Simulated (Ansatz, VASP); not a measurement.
## One calculation of Hf3N4, two programs

Contents of INCAR:

```
PREC = Accurate
ENCUT = 520
EDIFF = 1E-7
ISMEAR = 0
SIGMA = 0.02
LREAL = False
LASPH = True
NELM = 120
ALGO = Normal
ISIF = 2
LWAVE = False
LCHARG = False
GGA = PE
IBRION = 2
NSW = 50
EDIFFG = -0.01
GGA_COMPAT = False
NELMIN = 4
KPAR = 4
```

KPOINTS

```
regular mesh
0
Gamma
  6 6 6
```

Contents of POSCAR:

```
Hf3N4
1.0
   -3.4004828760      3.4004828760      3.4004828760
    3.4004828760     -3.4004828760      3.4004828760
    3.4004828760      3.4004828760     -3.4004828760
Hf N
6 8
Direct
    0.2500000000      0.6250000000      0.3750000000
    0.3750000000      0.2500000000      0.6250000000
    0.7500000000      0.8750000000      0.1250000000
    0.1250000000      0.7500000000      0.8750000000
    0.6250000000      0.3750000000      0.2500000000
    0.8750000000      0.1250000000      0.7500000000
    0.1330092770      0.1330092770      0.1330092770
    0.8669907230      0.5000000000      0.0000000000
    0.5000000000      0.0000000000      0.3669907230
    0.0000000000      0.8669907230      0.5000000000
    0.3669907230      0.5000000000      0.0000000000
    0.6330092770      0.6330092770      0.6330092770
    0.0000000000      0.3669907230      0.5000000000
    0.5000000000      0.0000000000      0.8669907230
```

Input for Ansatz:

```yaml
crystal:
  lattice:
    - [-3.400482876, 3.400482876, 3.400482876]
    - [3.400482876, -3.400482876, 3.400482876]
    - [3.400482876, 3.400482876, -3.400482876]
  atoms:
    - { symbol: Hf, position: [0.25, 0.625, 0.375] }
    - { symbol: Hf, position: [0.375, 0.25, 0.625] }
    - { symbol: Hf, position: [0.75, 0.875, 0.125] }
    - { symbol: Hf, position: [0.125, 0.75, 0.875] }
    - { symbol: Hf, position: [0.625, 0.375, 0.25] }
    - { symbol: Hf, position: [0.875, 0.125, 0.75] }
    - { symbol: "N", position: [0.133009277, 0.133009277, 0.133009277] }
    - { symbol: "N", position: [0.866990723, 0.5, 0.0] }
    - { symbol: "N", position: [0.5, 0.0, 0.366990723] }
    - { symbol: "N", position: [0.0, 0.866990723, 0.5] }
    - { symbol: "N", position: [0.366990723, 0.5, 0.0] }
    - { symbol: "N", position: [0.633009277, 0.633009277, 0.633009277] }
    - { symbol: "N", position: [0.0, 0.366990723, 0.5] }
    - { symbol: "N", position: [0.5, 0.0, 0.866990723] }
basis:
  ecutwfc: 420
kpoints:
  mp_grid: { grid: [6, 6, 6] }
hamiltonian:
  xc: pbe
scf:
  occupations: { method: gaussian, width: 0.02 }
output:
  forces: true
  stress: true
  eigenvalues: true
relax:
  adjacent_minimum: "off"
  f_tol: 0.01
  max_steps: 30
```

Alike in both runs: task relaxation of the atoms; functional PBE; k mesh 6 × 6 × 6; occupations gaussian, width 0.02 eV; no spin polarisation.

|  | VASP | Ansatz |
| --- | --- | --- |
| version | VASP 6.6.1 | Ansatz 0.2.0 |
| potentials or method | VASP PAW PBE potentials, release 64 (Hf_pv, N), cutoff 520 eV | scalar-relativistic, plane waves, PAW |
| valence electrons in the cell | 100 | 196 |

```tsv
	VASP	Ansatz	Ansatz less VASP
gap on the k mesh at the Fermi level, each at its own relaxed structure (eV)	1.05	1.04	-0.012
```

VASP's potentials hold 100 valence electrons a cell and Ansatz's 196, so a difference there can come from the potentials and not from the codes. Ansatz's warnings: stress scf threshold loose.

Spin-orbit coupling is off throughout.
